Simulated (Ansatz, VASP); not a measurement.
# Ge in VASP and in Ansatz

Contents of INCAR:

```
SYSTEM = Ge
PREC     = Accurate       ! precision mode
ENCUT    = 520            ! plane-wave cutoff, eV
EDIFF    = 1E-7           ! SCF threshold, eV
ISMEAR   = 0              ! smearing method
SIGMA    = 0.15           ! smearing width, eV
LREAL    = .FALSE.        ! projectors in reciprocal space
LASPH    = .TRUE.         ! aspherical terms in the spheres
NELM     = 80             ! most SCF steps
ALGO     = Fast           ! electronic algorithm
ISIF     = 2              ! what is computed and relaxed
LWAVE    = .FALSE.        ! write WAVECAR
LCHARG   = .FALSE.        ! write CHGCAR
GGA      = PS             ! functional
NBANDS   = 21             ! bands
```

File KPOINTS:

```
Automatic mesh
0
G
  18 18 18
  0 0 0
```

The input POSCAR:

```
Ge
1.0
    0.0000000000      2.8804489374      2.9230171483
    2.8804489374      0.0000000000      2.9230171483
    2.8804489374      2.8804489374      0.0000000000
Ge
2
Direct
    0.5000000000      0.5000000000      0.5000000000
    0.7500000000      0.7500000000      0.7500000000
```

Input for Ansatz:

```yaml
crystal:
  lattice:
    - [0.0, 2.8804489374, 2.9230171483]
    - [2.8804489374, 0.0, 2.9230171483]
    - [2.8804489374, 2.8804489374, 0.0]
  atoms:
    - { symbol: Ge, position: [0.5, 0.5, 0.5] }
    - { symbol: Ge, position: [0.75, 0.75, 0.75] }
basis:
  ecutwfc: 420
kpoints:
  mp_grid: { grid: [18, 18, 18] }
hamiltonian:
  xc: pbesol
scf:
  occupations: { method: gaussian, width: 0.15 }
output:
  forces: true
  stress: true
  eigenvalues: true
```

Change from the starting cell: strain +0.015 along x and y, +0.030 along z, atoms carried along.

Alike in both runs: task single point; functional PBEsol; k mesh 18 × 18 × 18; occupations gaussian, width 0.15 eV; no spin polarisation.

|  | VASP | Ansatz |
| --- | --- | --- |
| version | VASP 6.6.1 | Ansatz 0.2.0 |
| potentials or method | VASP PAW PBE potentials, release 64 (Ge_d), cutoff 520 eV | scalar-relativistic, plane waves, PAW |
| valence electrons in the cell | 28 | 28 |

|  | VASP | Ansatz | Ansatz less VASP |
| --- | --- | --- | --- |
| gap on the k mesh at the Fermi level (eV) | none | none | - |
| pressure (GPa) | -3.2 | -3.5 | -0.27 |
| traceless stress, the component that is largest in VASP (GPa) | -0.66 | -0.66 | +0.002 |

VASP's potentials were made for PBE, not for PBEsol. A gap of «none» marks a metal or a gap that the smearing closes.
